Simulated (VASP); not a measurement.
# Ir (Imma) in VASP: further runs, part 2 of 2

VASP 6.6.1. Earlier steps stand in the parts before.

### 3 Relaxation of cell and atoms, r2SCAN

POSCAR reads:

```
Ir
1.0
    0.0000000000      0.0000000000      2.4650157600
    2.2895639400     -2.1759808200      1.2325078800
    2.2895639400      2.1759808200     -1.2325078800
Ir
2
Direct
    0.4430000000      0.7500000000      0.2500000000
    0.5570000000      0.2500000000      0.7500000000
```

INCAR.step1 reads:

```
PREC     = Accurate       # precision mode
ENCUT    = 600            # plane-wave cutoff, eV
ISMEAR   = -1             # smearing method
SIGMA    = 0.1            # smearing width, eV
LREAL    = False          # projectors in reciprocal space
LASPH    = True           # aspherical terms in the spheres
NELM     = 80             # most SCF steps
GGA      = PE             # functional
ALGO     = Normal         # electronic algorithm
EDIFF    = 1E-4           # SCF threshold, eV
LWAVE    = True           # write WAVECAR
LCHARG   = False          # write CHGCAR
```

INCAR.step2 reads:

```
PREC     = Accurate       # precision mode
ENCUT    = 600            # plane-wave cutoff, eV
EDIFF    = 1E-7           # SCF threshold, eV
ISMEAR   = -1             # smearing method
SIGMA    = 0.1            # smearing width, eV
LREAL    = False          # projectors in reciprocal space
LASPH    = True           # aspherical terms in the spheres
NELM     = 80             # most SCF steps
ALGO     = Normal         # electronic algorithm
ISIF     = 3              # what is computed and relaxed
LWAVE    = False          # write WAVECAR
LCHARG   = False          # write CHGCAR
METAGGA  = R2SCAN         # meta-GGA
LMIXTAU  = True         
IBRION   = 2              # ionic algorithm
NSW      = 60             # ionic steps
EDIFFG   = -0.01          # ionic threshold
ISTART   = 1
```

KPOINTS reads:

```
Automatic mesh
0
Gamma
  8 8 8
```

Potentials or basis: VASP PAW PBE potentials, release 64 (Ir).

Run with:

```bash
cat potpaw_PBE.64/Ir/POTCAR > POTCAR
cp INCAR.step1 INCAR
mpirun -np 1 vasp_std > vasp.out
cp INCAR.step2 INCAR
mpirun -np 1 vasp_std > vasp.out
```

OUTCAR:

```text
PREC = Accurate
   ENCUT = 600
   EDIFF = 1E-7
   ISMEAR = -1
   LREAL = False
   LASPH = True
   NELM = 80
   ISIF = 3
   METAGGA = R2SCAN
   IBRION = 2
   NSW = 60
   EDIFFG = -0.01
   ISTART = 1

 ion  position               nearest neighbor table
   1  0.443  0.750  0.250-   2 2.31   2 2.31   2 2.37   2 2.37   2 2.65   2 2.65   2 3.16   2 3.16

   2  0.557  0.250  0.750-   1 2.31   1 2.31   1 2.37   1 2.37   1 2.65   1 2.65   1 3.16   1 3.16

  LATTYP: Found a body centered orthorhombic cell.
 ALAT       =     2.4650157600
 B/A-ratio  =     1.7654903918
 C/A-ratio  =     1.8576464923

  Lattice vectors:

 A1 = (  -2.2895639400,   2.1759808200,  -1.2325078800)
 A2 = (  -2.2895639400,  -2.1759808200,   1.2325078800)
 A3 = (   2.2895639400,   2.1759808200,   1.2325078800)

Analysis of symmetry for initial positions (statically):
[... 1447 lines left out ...]
      4       1.1473      2.00000
      5       1.5302      2.00000
      6       2.2566      2.00000
      7       2.4509      1.99999
      8       2.7900      1.99981
      9       3.0171      1.99812
     10       3.6457      1.32960
     11       3.8499      0.40957
     12       7.8940      0.00000
     13      11.1210      0.00000

 [... further k-points ...]

[... ionic steps 4 to 17 ...]

--------------------------------------- Ionic step       18  -------------------------------------------

 number of electron      18.0000000 magnetization

------------------------ aborting loop because EDIFF is reached ----------------------------------------
[... 67 lines left out ...]
--------------------------------------- Ionic step       20  -------------------------------------------

 number of electron      18.0000000 magnetization

 Free energy of the ion-electron system (eV)
  ---------------------------------------------------
  ext. energy  EPLUGINS =         0.00000000
  ---------------------------------------------------
  free energy    TOTEN  =      -103.60579348 eV

  energy without entropy =     -103.52278660  energy(sigma->0) =     -103.56429004

 E-fermi :   8.2056     XC(G=0): -14.4122

 val. band max:        8.2021276714   @ k =   0.0000   0.3750   0.1250
 cond. band min:       8.2116637952   @ k =   0.5000  -0.2500   0.1250
 fundamental gap:      0.0095361237
 Fermi energy:         8.2055564064
[... 413 lines left out ...]
  FREE ENERGIE OF THE ION-ELECTRON SYSTEM (eV)
  ---------------------------------------------------
  free  energy   TOTEN  =      -103.6057934756 eV

  energy  without entropy=     -103.5227865979  energy(sigma->0) =     -103.56429004

 reached required accuracy - stopping structural energy minimisation
```

OUTCAR.step1:

```text
PREC = Accurate
   ENCUT = 600
   ISMEAR = -1
   LREAL = False
   LASPH = True
[... 609 lines left out ...]
      2.28956     -1.08799      1.70826         0.000000      0.000000      1.344527
      2.28956      1.08799      0.75676         0.000000     -0.000000     -1.344527
 -----------------------------------------------------------------------------------
    total drift:                                0.000000     -0.000000     -0.000000

  FREE ENERGIE OF THE ION-ELECTRON SYSTEM (eV)
  ---------------------------------------------------
  free  energy   TOTEN  =       -13.8116103243 eV

  energy  without entropy=      -13.7567595852  energy(sigma->0) =      -13.78418495
```

It took 35 min on 1 thread of Intel Xeon Platinum 8375C at 2.90GHz (Ice Lake), shared host; peak memory 0.18 GiB.

What came out:

```yaml
Free_energy: -103.6058 eV
Relaxed_volume: 15.67 Å³/atom
Relaxed_cell: a = 2.638 Å, b = 3.702 Å, c = 3.702 Å, α = 91.33°, β = 110.87°, γ = 69.13°
Space_group_after_relaxing_to_0.05_Å: P6/mmm (No. 191)
Energy_gained_by_relaxing: 1303.9 meV/atom
Ionic_steps: 20
Pressure_after_relaxing: 0.0 GPa
Largest_force_after_relaxing: 0.004 eV/Å
Band_gap_on_the_k_mesh: zero (band 9 reaches 10.47 eV, above the bottom of band 10 at 6.59 eV)
```

Forces on the atoms (eV/Å):
```
Ir   0.000  0.000  0.004
Ir   0.000  0.000 -0.004
```

The path:
```tsv
step	energy change (eV)	largest force (eV/Å)	pressure (GPa)	volume (Å³)
1	0.0000	1.3454	140.09	24.56
2	8.0343	0.2397	-19.38	85.67
3	3.9976	0.2428	-34.39	60.86
4	0.0867	0.0869	-42.69	44.88
5	-2.3604	0.2875	-17.66	33.71
6	-2.4449	0.5090	10.47	30.50
7	-2.4816	0.4168	-2.20	31.71
8	-2.4822	0.4281	-0.74	31.55
9	-2.5094	0.8136	2.91	31.31
10	-2.5187	0.7052	1.21	31.40
11	-2.5550	0.5492	-2.45	31.73
12	-2.5708	0.3384	-5.89	32.10
13	-2.5890	0.2202	-3.61	31.82
14	-2.5998	0.0149	-0.08	31.43
15	-2.6053	0.0107	-0.35	31.41
16	-2.6077	0.0061	-0.59	31.40
17	-2.6078	0.0054	0.05	31.33
18	-2.6078	0.0053	0.08	31.33
19	-2.6079	0.0047	0.04	31.34
20	-2.6079	0.0041	0.00	31.34
```

Final structure:
```cif
data_structure
_symmetry_space_group_name_H-M 'P 1'
_symmetry_Int_Tables_number 1
_cell_length_a 2.6376
_cell_length_b 3.7022
_cell_length_c 3.7022
_cell_angle_alpha 91.333
_cell_angle_beta 110.869
_cell_angle_gamma 69.131
_cell_volume 31.34
loop_
_atom_site_label
_atom_site_type_symbol
_atom_site_fract_x
_atom_site_fract_y
_atom_site_fract_z
_atom_site_occupancy
Ir1 Ir 0.49982 0.75000 0.25000 1
Ir2 Ir 0.50018 0.25000 0.75000 1
```

Caveat: the k points lie up to 0.34 Å⁻¹ apart in the final cell; the volume moved by over 15 % at a fixed basis, so the end points are rough; the PAW data sets were made with another functional, which shifts forces and pressure a little; spin-orbit coupling is left out, which moves the levels of the heavy elements.

### 4 Single point, r2SCAN

POSCAR is that of step 3.

INCAR.step1 reads:

```
SYSTEM = Ir
ALGO = Normal
EDIFF = 1E-4
ENCUT = 520
GGA = PE
ISMEAR = -1
ISYM = 0
LASPH = .TRUE.
LCHARG = .FALSE.
LREAL = .FALSE.
LWAVE = .TRUE.
NBANDS = 16
NELM = 60
PREC = Accurate
SIGMA = 0.1
```

INCAR.step2 reads:

```
SYSTEM = Ir
ALGO = Normal
EDIFF = 1E-6
ENCUT = 520
ISIF = 2
ISMEAR = -1
ISTART = 1
ISYM = 0
LASPH = .TRUE.
LCHARG = .TRUE.
LELF = .TRUE.
LMIXTAU = .TRUE.
LREAL = .FALSE.
LVHAR = .TRUE.
LWAVE = .FALSE.
METAGGA = R2SCAN
NBANDS = 16
NELM = 60
PREC = Accurate
SIGMA = 0.1
```

KPOINTS reads:

```
k-points
0
G
  15 10 10
  0 0 0
```

Run with:

```bash
cat potpaw_PBE.64/Ir/POTCAR > POTCAR
cp INCAR.step1 INCAR
mpirun -np 1 vasp_std > vasp.out
cp INCAR.step2 INCAR
mpirun -np 1 vasp_std > vasp.out
```

It took 11 min on 1 thread of AMD EPYC 9R45 (Zen 5), shared host; peak memory 0.33 GiB.

Results (log left out):

```yaml
Free_energy: -100.9887 eV
Pressure: 140.2 GPa
Largest_force: 1.309 eV/Å
Band_gap_on_the_k_mesh: zero (band 9 reaches 14.95 eV, above the bottom of band 10 at 11.14 eV)
```

Forces in eV/Å, atoms in the order of the input:
```
Ir   0.000  0.023  1.309
Ir   0.000 -0.023 -1.309
```

Stress tensor (GPa, compression positive):
```
166.59   0.00   0.00
  0.00 125.53  -0.11
  0.00  -0.11 128.48
```

Levels at points of the mesh, in eV from the Fermi level:
| k point | band 6 | band 7 | band 8 | band 9 | band 10 | band 11 | band 12 | band 13 |
| --- | --- | --- | --- | --- | --- | --- | --- | --- |
| (0.00, 0.00, 0.00) | -3.84 | -3.40 | 1.23 | 1.62 | 2.34 | 4.79 | 6.44 | 6.70 |
| (0.00, 0.50, 0.00) | -4.78 | -2.42 | -2.42 | -0.30 | -0.30 | -0.18 | -0.18 | 14.94 |
| (0.00, 0.00, 0.50) | -4.78 | -2.42 | -2.42 | -0.30 | -0.30 | -0.18 | -0.18 | 14.94 |
| (0.00, 0.50, 0.50) | -2.40 | -2.10 | -2.05 | -1.81 | -1.04 | 0.92 | 1.51 | 9.41 |

Caveat: the PAW data sets were made with another functional, which shifts forces and pressure a little; spin-orbit coupling is left out, which moves the levels of the heavy elements.
